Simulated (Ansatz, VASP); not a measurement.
**One calculation of BaS, two programs**

```
Ba S
1.0
     3.84206    0.00000    0.00000
     0.00000    3.84206    0.00000
     0.00000    0.00000    3.84206
Ba S
1 1
Direct
  0.00000 0.00000 0.00000
  0.50000 0.50000 0.50000
```

Alike in both runs: task relaxation of cell and atoms; functional PBE; k mesh 8 × 8 × 8; occupations gaussian, width 0.02 eV; no spin polarisation.

|  | VASP | Ansatz |
| --- | --- | --- |
| version | VASP 6.6.1 | Ansatz 0.2.0 |
| potentials or method | VASP PAW PBE potentials, release 64 (Ba_sv, S), cutoff 600 eV | scalar-relativistic, plane waves, PAW |
| valence electrons in the cell | 16 | 16 |

|  | VASP | Ansatz | Ansatz less VASP |
| --- | --- | --- | --- |
| gap on the k mesh at the Fermi level, each at its own relaxed structure (eV) | 1.48 | 1.57 | +0.097 |
| relaxed volume (Å³/atom) | 28.90 | 28.36 | -0.539 |
| relaxed cell length with the largest relative difference (Å) | 3.866 | 3.842 | -0.0242 |

Spin-orbit coupling is off throughout.
